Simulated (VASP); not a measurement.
Runs of VASP 6.6.1 on AlN. The structure is that of space group F-43m (No. 216), or close to it. The cells are those of the table. 

| task | cell | cutoff (eV) | gap on the mesh (eV) | pressure (GPa) |
| --- | --- | --- | --- | --- |
| single point | a = 3.114 Å, angles 60.0°, 2 atoms | 520 | 3.31 | -0.3 |
| single point | a = 3.024 Å, angles 60.0°, 2 atoms | 520 | 3.35 | (a) |
| relaxation of cell and atoms | relaxed from a = 3.089 Å, angles 60.0°, 2 atoms | 600 | 3.31 | 0.0 |
| single point | a = 3.065 Å, angles 60.0°, 2 atoms | 520 | 3.33 | 9.7 |
| single point | a = 3.088 Å, angles 60.0°, 2 atoms | 520 | 3.32 | 4.7 |
| relaxation of cell and atoms | relaxed to 20 GPa from a = 3.089 Å, angles 60.0°, 2 atoms | 600 | 3.35 | 19.7 |
| relaxation of cell and atoms | relaxed to 10 GPa from a = 3.089 Å, angles 60.0°, 2 atoms | 600 | 3.33 | 10.0 |
| relaxation of cell and atoms | relaxed to 5 GPa from a = 3.089 Å, angles 60.0°, 2 atoms | 600 | 3.32 | 5.0 |

Alike in all rows: level PBE; potentials or basis VASP PAW PBE potentials, release 64 (Al, N); no spin polarisation; k mesh 8 × 8 × 8; smearing gaussian 0.01 eV.

Task: Fill in the values left out.

Result: (a) 19.8.

Caveats: the cell is relaxed towards a set pressure, so the enthalpy falls and the energy may rise (some runs).

A k mesh can miss the band edges.
